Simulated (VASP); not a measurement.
# CdBr (Fm-3m) in VASP: further runs

Runs on CdBr. Level: PBE. Tasks: single point.

Program: VASP 6.6.1. These are calculated values, not measurements. Logs are shortened: lines on timing, memory, paths and dates and some standing lists are left out, and cuts for length are marked.

**1. The cell of the first run**

The structure is cubic, space group Fm-3m (No. 225). The conventional cell has a = 6.019 Å, b = 6.019 Å, c = 6.019 Å, α = 90.00°, β = 90.00°, γ = 90.00°. Within 4.0 Å of Cd (site symmetry m-3m) lie 6 Br at 3.01 Å. Within 4.0 Å of Br (site symmetry m-3m) lie 6 Cd at 3.01 Å.

**2. Single point, PBE (27.26 Å³/atom)**

Input file INCAR:

```
  PREC = Accurate
  ENCUT = 520
  EDIFF = 1E-7
  ISMEAR = -1
  SIGMA = 0.05
  LREAL = F
  LASPH = T
  NELM = 60
  ALGO = Normal
  ISIF = 2
  LWAVE = F
  LCHARG = T
  GGA = PE
  LELF = T
  LVHAR = T
  NBANDS = 16
```

Input file KPOINTS:

```
Automatic mesh
0
Gamma
  8 8 8
```

Input file POSCAR:

```
CdBr
1.0
    0.0000000000      3.0096715735      3.0096715735
    3.0096715735      0.0000000000      3.0096715735
    3.0096715735      3.0096715735      0.0000000000
Cd Br
1 1
Direct
    0.0000000000      0.0000000000      0.0000000000
    0.5000000000      0.5000000000      0.5000000000
```

Potentials or basis: VASP PAW PBE potentials, release 64 (Cd, Br).

Command:

```bash
$ cat potpaw_PBE.64/Cd/POTCAR potpaw_PBE.64/Br/POTCAR > POTCAR
$ mpirun -np 1 vasp_std > vasp.out
```

OUTCAR:

```text
PREC = Accurate
   ENCUT = 520
   EDIFF = 1E-7
   ISMEAR = -1
   LREAL = F
   LASPH = T
   NELM = 60
   ISIF = 2
   GGA = PE

 ion  position               nearest neighbor table
   1  0.000  0.000  0.000-   2 3.01   2 3.01   2 3.01   2 3.01   2 3.01   2 3.01
   2  0.500  0.500  0.500-   1 3.01   1 3.01   1 3.01   1 3.01   1 3.01   1 3.01

  LATTYP: Found a face centered cubic cell.
 ALAT       =     6.0193431470

  Lattice vectors:

 A1 = (   0.0000000000,   3.0096715735,   3.0096715735)
 A2 = (   3.0096715735,   0.0000000000,   3.0096715735)
 A3 = (   3.0096715735,   3.0096715735,   0.0000000000)

Analysis of symmetry for initial positions (statically):
=====================================================================
 Subroutine PRICEL returns:
 Original cell was already a primitive cell.

 Routine SETGRP: Setting up the symmetry group for a
 face centered cubic supercell.

 Subroutine GETGRP returns: Found 48 space group operations
 (whereof 48 operations were pure point group operations)
 out of a pool of 48 trial point group operations.

The static configuration has the point symmetry O_h .

Analysis of symmetry for dynamics (positions and initial velocities):
=====================================================================
 Subroutine PRICEL returns:
 Original cell was already a primitive cell.

 Routine SETGRP: Setting up the symmetry group for a
 face centered cubic supercell.

 Subroutine GETGRP returns: Found 48 space group operations
 (whereof 48 operations were pure point group operations)
 out of a pool of 48 trial point group operations.

The dynamic configuration has the point symmetry O_h .

 Subroutine INISYM returns: Found 48 space group operations
 (whereof 48 operations are pure point group operations),
 and found     1 'primitive' translations

----------------------------------------------------------------------------------------

                                     Primitive cell

  volume of cell :      54.5240

  direct lattice vectors                    reciprocal lattice vectors
     0.000000000  3.009671573  3.009671573    -0.166131084  0.166131084  0.166131084
     3.009671573  0.000000000  3.009671573     0.166131084 -0.166131084  0.166131084
     3.009671573  3.009671573  0.000000000     0.166131084  0.166131084 -0.166131084

  length of vectors
[... 74 lines left out ...]
   ISTART =      0    job   : 0-new  1-cont  2-samecut
   ICHARG =      2    charge: 1-file 2-atom 10-const
   ISPIN  =      1    spin polarized calculation?
   LNONCOLLINEAR =      F non collinear calculations
   LSORBIT =      F    spin-orbit coupling
   LASPH  =      T    aspherical Exc in radial PAW
   ENCUT  =  520.0 eV  38.22 Ry    6.18 a.u.   7.91  7.91  7.91*2*pi/ulx,y,z
   NELM   =     60;   NELMIN=  2; NELMDL= -5     # of ELM steps
   EDIFF  = 0.1E-06   stopping-criterion for ELM
   LREAL  =      F    real-space projection
   EDIFFG = 0.1E-05   stopping-criterion for IOM
   NSW    =      0    number of steps for IOM
   IBRION =     -1    ionic relax: 0-MD 1-quasi-New 2-CG
   NFREE  =      0    steps in history (QN), initial steepest desc. (CG)
   ISIF   =      2    stress and relaxation
   ISYM   =      2    0-nonsym 1-usesym 2-fastsym
   POTIM  = 0.5000    time-step for ionic-motion
   TEBEG  =    0.0;   TEEND  =   0.0 temperature during run
   PSTRESS=    0.0 pullay stress
   NELECT =      19.0000    total number of electrons
   NUPDOWN=      -1.0000    fix difference up-down
   EMIN   =  10.00;   EMAX   =-10.00  energy-range for DOS
   EFERMI =   0.00;   METHOD = LEGACY
   ISMEAR =    -1;   SIGMA  =   0.05  broadening in eV -4-tet -1-fermi 0-gaus
   EFERMI_NEDOS =   21; number of points for ismear=-14 and -15
   IALGO  =     38    algorithm
   IMIX   =      4    mixing-type and parameters
     AMIX     =   0.40;   BMIX     =  1.00
     AMIX_MAG =   1.60;   BMIX_MAG =  1.00
  volume/ion in A,a.u.               =      27.26       183.97
  Fermi-wavevector in a.u.,A,eV,Ry     =   1.152029  2.177020 18.057270  1.327172
  Thomas-Fermi vector in A             =   2.288683
   LORBIT       =      0    0 simple, 1 ext, 2 COOP (PROOUT), +10 PAW based schemes
   GGA     = PE    functional components
   LHFCALC =     F    Hartree Fock is set to
   AEXX    =    0.0000 exact exchange contribution
   IVDW    =     0    specifies the selected vdW correction
   LEPSILON=     F    determine dielectric tensor
   LRPA    =     F    only Hartree local field effects (RPA)
 non-spin polarized calculation
  energy-cutoff  :      520.00
  volume of cell :       54.52
 maximum number of plane-waves:      1480
   NGX = 15   NGY = 15   NGZ = 15

 number of electron      18.9999995 magnetization

 Free energy of the ion-electron system (eV)
  ---------------------------------------------------
  ext. energy  EPLUGINS =         0.00000000
  ---------------------------------------------------
  free energy    TOTEN  =        -2.99969397 eV

  energy without entropy =       -2.99502738  energy(sigma->0) =       -2.99736068

 E-fermi :   2.8579     XC(G=0):  -9.2746

 val. band max:        2.7708996556   @ k =  -0.2500   0.5000   0.2500
 cond. band min:       2.8836256855   @ k =   0.3750   0.2500   0.1250
 fundamental gap:      0.1127260299
 Fermi energy:         2.8578527375

 k-point     1 :       0.0000    0.0000    0.0000
  band No.  band energies     occupation
      1     -13.7824      2.00000
      2      -5.9616      2.00000
      3      -5.9616      2.00000
      4      -5.9532      2.00000
      5      -5.9532      2.00000
      6      -5.9532      2.00000
[... 433 lines left out ...]
      3      -6.0351      2.00000
      4      -5.9955      2.00000
      5      -5.8612      2.00000
      6      -5.8516      2.00000
[... 8 lines left out ...]
     15      11.7490      0.00000
     16      14.0811      0.00000

 [... further k-points ...]
[... 5 lines left out ...]
  --------------------------------------------------------------------------------------
  -------------------------------------------------------------------------------------
  Total        1.1868357      1.1868357      1.1868357      0.0000000     -0.0000000      0.0000000
  in kB       34.8749727     34.8749727     34.8749727      0.0000000     -0.0000000      0.0000000
  external PRESSURE =      34.8749727 kB  Pullay stress =       0.0000000 kB

 VOLUME and BASIS-vectors are now :
 -----------------------------------------------------------------------------
  energy-cutoff  :      520.00
  volume of cell :       54.52
      direct lattice vectors                 reciprocal lattice vectors
     0.000000000  3.009671573  3.009671573    -0.166131084  0.166131084  0.166131084
     3.009671573  0.000000000  3.009671573     0.166131084 -0.166131084  0.166131084
     3.009671573  3.009671573  0.000000000     0.166131084  0.166131084 -0.166131084

 POSITION                                       TOTAL-FORCE (eV/Angst)
 -----------------------------------------------------------------------------------
      0.00000      0.00000      0.00000        -0.000000     -0.000000     -0.000000
      3.00967      3.00967      3.00967         0.000000      0.000000      0.000000
 -----------------------------------------------------------------------------------
    total drift:                                0.000000     -0.000000     -0.000000

  FREE ENERGIE OF THE ION-ELECTRON SYSTEM (eV)
  ---------------------------------------------------
  free  energy   TOTEN  =        -2.9996939686 eV

  energy  without entropy=       -2.9950273840  energy(sigma->0) =       -2.99736068
```

OSZICAR:

```text
N       E                     dE             d eps       ncg     rms          rms(c)
DAV:   1     0.118784130185E+03    0.11878E+03   -0.92500E+03   936   0.105E+03
DAV:   2     0.175455829864E+01   -0.11703E+03   -0.11068E+03  1104   0.260E+02
DAV:   3    -0.311565509541E+01   -0.48702E+01   -0.48587E+01  1128   0.549E+01
DAV:   4    -0.313503090854E+01   -0.19376E-01   -0.19375E-01  1144   0.346E+00
DAV:   5    -0.313513450886E+01   -0.10360E-03   -0.10360E-03  1176   0.227E-01    0.758E+00
DAV:   6    -0.300849544988E+01    0.12664E+00   -0.19170E-01  1200   0.458E+00    0.433E+00
DAV:   7    -0.299943318431E+01    0.90623E-02   -0.60650E-02  1064   0.169E+00    0.123E+00
DAV:   8    -0.299958479719E+01   -0.15161E-03   -0.68009E-03  1128   0.948E-01    0.162E-01
DAV:   9    -0.299964580615E+01   -0.61009E-04   -0.52422E-04  1160   0.248E-01    0.558E-02
DAV:  10    -0.299968236193E+01   -0.36556E-04   -0.38759E-05  1184   0.664E-02    0.270E-02
DAV:  11    -0.299969398768E+01   -0.11626E-04   -0.15365E-05  1136   0.318E-02    0.379E-03
DAV:  12    -0.299969396862E+01    0.19059E-07   -0.18623E-07  1120   0.337E-03
   1 F= -.29996940E+01 E0= -.29973607E+01  d E =-.466658E-02
```

It took 31 s on 1 thread of AMD EPYC 7R43 (Zen 3), shared host; peak memory 0.15 GiB.

Results:

- Free energy: -2.9997 eV
- Pressure: 3.5 GPa
- Band gap on the k mesh: zero (an odd number of electrons rules out a gap without spin polarisation)

Caveat: the cell stands under pressure; an odd number of electrons without spin polarisation forces a metal; a magnetic or distorted state may lie lower.

**3. Single point, PBE (27.84 Å³/atom)**

This run uses another cell than the first one, of 27.84 Å³/atom.

Input file INCAR:

```
SYSTEM = CdBr
PREC     = Accurate       ! precision mode
ENCUT    = 520            ! plane-wave cutoff, eV
EDIFF    = 1E-6           ! SCF threshold, eV
ISMEAR   = -1             ! smearing method
SIGMA    = 0.05           ! smearing width, eV
LREAL    = .FALSE.        ! projectors in reciprocal space
LASPH    = .TRUE.         ! aspherical terms in the spheres
NELM     = 100            ! most SCF steps
ALGO     = Normal         ! electronic algorithm
ISIF     = 2              ! what is computed and relaxed
LWAVE    = .FALSE.        ! write WAVECAR
LCHARG   = .TRUE.         ! write CHGCAR
GGA      = PE             ! functional
LELF     = .TRUE.         ! ELF
LVHAR    = .TRUE.       
NBANDS   = 16             ! bands
```

Input file KPOINTS:

```
regular mesh
0
G
  8 8 8
  0 0 0
```

Input file POSCAR:

```
CdBr
1.0
    0.0000000000      3.0308671421      3.0308671421
    3.0308671421      0.0000000000      3.0308671421
    3.0308671421      3.0308671421      0.0000000000
Cd Br
1 1
Direct
    0.0000000000      0.0000000000      0.0000000000
    0.5000000000      0.5000000000      0.5000000000
```

Potentials or basis: VASP PAW PBE potentials, release 64 (Cd, Br).

Command:

```bash
$ cat potpaw_PBE.64/Cd/POTCAR potpaw_PBE.64/Br/POTCAR > POTCAR
$ mpirun -np 1 vasp_std > vasp.out
```

Run time: 31 s. Hardware: 1 thread of AMD EPYC 7R43 (Zen 3), shared host; peak memory 0.15 GiB.

The run converged. Its results:

```
Free energy            : -3.0218 eV
Pressure               : 2.6 GPa
Band gap on the k mesh : zero (an odd number of electrons rules out a gap without spin polarisation)
```

Levels at points of the mesh, in eV from the Fermi level:
```tsv
k point	band 8	band 9	band 10	band 11	band 12	band 13
(0.00, 0.00, 0.00)	-3.78	-3.78	-2.71	6.90	6.90	6.90
(0.50, 0.00, 0.00)	-3.40	-3.40	1.17	2.07	3.78	3.78
(0.50, 0.50, 0.00)	-4.53	-4.53	-1.91	4.18	5.57	6.92
```

Caveat: an odd number of electrons without spin polarisation forces a metal; a magnetic or distorted state may lie lower.

**4. Single point, PBE**

This run uses another cell than the first one, of 29.00 Å³/atom.

Input file INCAR:

```
SYSTEM = CdBr
  ALGO = Normal
  EDIFF = 1E-6
  ENCUT = 520
  GGA = PE
  ISIF = 2
  ISMEAR = -1
  LASPH = .True.
  LCHARG = .False.
  LREAL = .False.
  LWAVE = .False.
  NBANDS = 16
  NELM = 60
  PREC = Accurate
  SIGMA = 0.05
```

Input file KPOINTS:

```
k-points
0
Gamma
  8 8 8
  0 0 0
```

Input file POSCAR:

```
CdBr
1.0
    0.0000000000      3.0723910300      3.0723910300
    3.0723910300      0.0000000000      3.0723910300
    3.0723910300      3.0723910300      0.0000000000
Cd Br
1 1
Direct
    0.0000000000      0.0000000000      0.0000000000
    0.5000000000      0.5000000000      0.5000000000
```

Command:

```bash
$ cat potpaw_PBE.64/Cd/POTCAR potpaw_PBE.64/Br/POTCAR > POTCAR
$ mpirun -np 1 vasp_std > vasp.out
```

Run time: 30 s. Hardware: 1 thread of AMD EPYC 7R43 (Zen 3), shared host; peak memory 0.15 GiB.

It converged, with:

| Item | Value |
| --- | --- |
| Free energy | -3.0491 eV |
| Pressure | 1.2 GPa |
| Band gap on the k mesh | zero (an odd number of electrons rules out a gap without spin polarisation) |

Levels at points of the mesh, in eV from the Fermi level:
| k point | band 7 | band 8 | band 9 | band 10 | band 11 | band 12 | band 13 | band 14 |
| --- | --- | --- | --- | --- | --- | --- | --- | --- |
| (0.00, 0.00, 0.00) | -3.59 | -3.59 | -3.59 | -2.62 | 6.99 | 6.99 | 6.99 | 7.29 |
| (0.50, 0.00, 0.00) | -6.03 | -3.26 | -3.26 | 1.32 | 1.94 | 3.89 | 3.89 | 8.71 |
| (0.50, 0.50, 0.00) | -5.40 | -4.29 | -4.29 | -1.79 | 4.35 | 5.47 | 6.81 | 6.81 |

Caveat: an odd number of electrons without spin polarisation forces a metal; a magnetic or distorted state may lie lower.

**5. Single point, PBE (28.42 Å³/atom)**

This run uses another cell than the first one, of 28.42 Å³/atom.

Input file INCAR:

```
ALGO = Normal
EDIFF = 1E-6
ENCUT = 520
GGA = PE
ISIF = 2
ISMEAR = -1
LASPH = True
LCHARG = False
LREAL = False
LWAVE = False
NBANDS = 16
NELM = 80
PREC = Accurate
SIGMA = 0.05
```

Input file KPOINTS:

```
k-points
0
Gamma
  8 8 8
```

Input file POSCAR:

```
CdBr
1.0
    0.0000000000      3.0517703347      3.0517703347
    3.0517703347      0.0000000000      3.0517703347
    3.0517703347      3.0517703347      0.0000000000
Cd Br
1 1
Direct
    0.0000000000      0.0000000000      0.0000000000
    0.5000000000      0.5000000000      0.5000000000
```

Command:

```bash
$ cat potpaw_PBE.64/Cd/POTCAR potpaw_PBE.64/Br/POTCAR > POTCAR
$ mpirun -np 1 vasp_std > vasp.out
```

It took 28 s on 1 thread of AMD EPYC 7R43 (Zen 3), shared host; peak memory 0.15 GiB.

Results (log left out):

```yaml
Free_energy: -3.0380 eV
Pressure: 1.9 GPa
Band_gap_on_the_k_mesh: zero (an odd number of electrons rules out a gap without spin polarisation)
```

Levels at points of the mesh, in eV from the Fermi level:
```csv
k point,band 7,band 8,band 9,band 10,band 11,band 12,band 13,band 14
"(0.00, 0.00, 0.00)",-3.68,-3.68,-3.68,-2.67,6.95,6.95,6.95,7.34
"(0.50, 0.00, 0.00)",-6.17,-3.33,-3.33,1.25,2.00,3.84,3.84,8.73
"(0.50, 0.50, 0.00)",-5.56,-4.41,-4.41,-1.85,4.27,5.52,6.87,6.87
```

Caveat: an odd number of electrons without spin polarisation forces a metal; a magnetic or distorted state may lie lower.

**6. Single point, PBE (29.58 Å³/atom)**

This run uses another cell than the first one, of 29.58 Å³/atom.

Input file INCAR:

```
SYSTEM = CdBr
PREC = Accurate
ENCUT = 520
EDIFF = 1E-6
ISMEAR = -1
SIGMA = 0.05
LREAL = .FALSE.
LASPH = .TRUE.
NELM = 60
ALGO = Normal
ISIF = 2
LWAVE = .FALSE.
LCHARG = .FALSE.
GGA = PE
NBANDS = 16
```

Input file KPOINTS:

```
regular mesh
0
G
  8 8 8
  0 0 0
```

Input file POSCAR:

```
CdBr
1.0
    0.0000000000      3.0927385834      3.0927385834
    3.0927385834      0.0000000000      3.0927385834
    3.0927385834      3.0927385834      0.0000000000
Cd Br
1 1
Direct
    0.0000000000      0.0000000000      0.0000000000
    0.5000000000      0.5000000000      0.5000000000
```

Potentials or basis: VASP PAW PBE potentials, release 64 (Cd, Br).

Command:

```bash
$ cat potpaw_PBE.64/Cd/POTCAR potpaw_PBE.64/Br/POTCAR > POTCAR
$ mpirun -np 1 vasp_std > vasp.out
```

Wall time 45 s (1 thread of AMD EPYC 7R43 (Zen 3), shared host); peak memory 0.17 GiB.

The run converged. Its results:

```
Free energy            : -3.0555 eV
Pressure               : 0.6 GPa
Band gap on the k mesh : zero (an odd number of electrons rules out a gap without spin polarisation)
```

Levels at points of the mesh, in eV from the Fermi level:
```
           k point  band 7  band 8  band 9  band 10  band 11  band 12  band 13  band 14
(0.00, 0.00, 0.00)   -3.50   -3.50   -3.50    -2.58     7.04     7.04     7.04     7.25
(0.50, 0.00, 0.00)   -5.89   -3.20   -3.20     1.39     1.87     3.94     3.94     8.70
(0.50, 0.50, 0.00)   -5.25   -4.17   -4.17    -1.74     4.42     5.43     6.75     6.75
```

Caveat: an odd number of electrons without spin polarisation forces a metal; a magnetic or distorted state may lie lower.

**7. Summary**

```csv
cell,gap on the mesh (eV),pressure (GPa)
"a = 4.256 Å, angles 60.0°, 2 atoms",none,3.5
"a = 4.286 Å, angles 60.0°, 2 atoms",none,2.6
"a = 4.345 Å, angles 60.0°, 2 atoms",none,1.2
"a = 4.316 Å, angles 60.0°, 2 atoms",none,1.9
"a = 4.374 Å, angles 60.0°, 2 atoms",none,0.6
```

Alike in all rows: task single point; level PBE; potentials or basis VASP PAW PBE potentials, release 64 (Cd, Br); no spin polarisation; k mesh 8 × 8 × 8; cutoff (eV) 520; smearing fermi-dirac 0.05 eV.

Caveats: an odd number of electrons without spin polarisation forces a metal; a magnetic or distorted state may lie lower; the cell stands under pressure (at least some runs).

Absolute energies hang on the potentials; compare differences alone.
